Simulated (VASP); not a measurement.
CaO:

```
Ca O
1.0
     3.42193    0.00000    0.00000
     0.00000    3.42193    0.00000
     0.00000    0.00000    3.42193
Ca O
1 1
Direct
  0.50000 0.50000 0.50000
  0.00000 0.00000 0.00000
```

```yaml
Program: VASP 6.6.1
Task: relaxation of cell and atoms
Functional: PBE
Potentials_or_basis: VASP PAW PBE potentials, release 64 (Ca_sv, O)
Cutoff: 600 eV
k_mesh: 6 × 6 × 6
Occupations: gaussian, width 0.1 eV
Spin: no spin polarisation
```

At the start: pressure -18.5 GPa; volume 20.03 Å³/atom.

Question: How do energy, volume and symmetry change on relaxing?

Answer: Over 4 steps the energy falls by 630.8 meV/atom and the volume is 12.69 Å³/atom (-36.7 %); space group Pm-3m (No. 221, to 0.05 Å).

Step by step:
```
step  energy change (eV)  largest force (eV/Å)  pressure (GPa)  volume (Å³)
   1              0.0000                0.0000          -18.50        40.07
   2             -1.1819                0.0000           -8.71        28.09
   3             -1.2607                0.0000           -1.04        25.66
   4             -1.2615                0.0000            0.15        25.37
```

Final structure:
```cif
data_structure
_symmetry_space_group_name_H-M 'P 1'
_symmetry_Int_Tables_number 1
_cell_length_a 2.9385
_cell_length_b 2.9385
_cell_length_c 2.9385
_cell_angle_alpha 90.000
_cell_angle_beta 90.000
_cell_angle_gamma 90.000
_cell_volume 25.37
loop_
_atom_site_label
_atom_site_type_symbol
_atom_site_fract_x
_atom_site_fract_y
_atom_site_fract_z
_atom_site_occupancy
Ca1 Ca 0.50000 0.50000 0.50000 1
O1 O 0.00000 0.00000 0.00000 1
```

Caveat: the volume moved by over 15 % at a fixed basis, so the end points are rough.
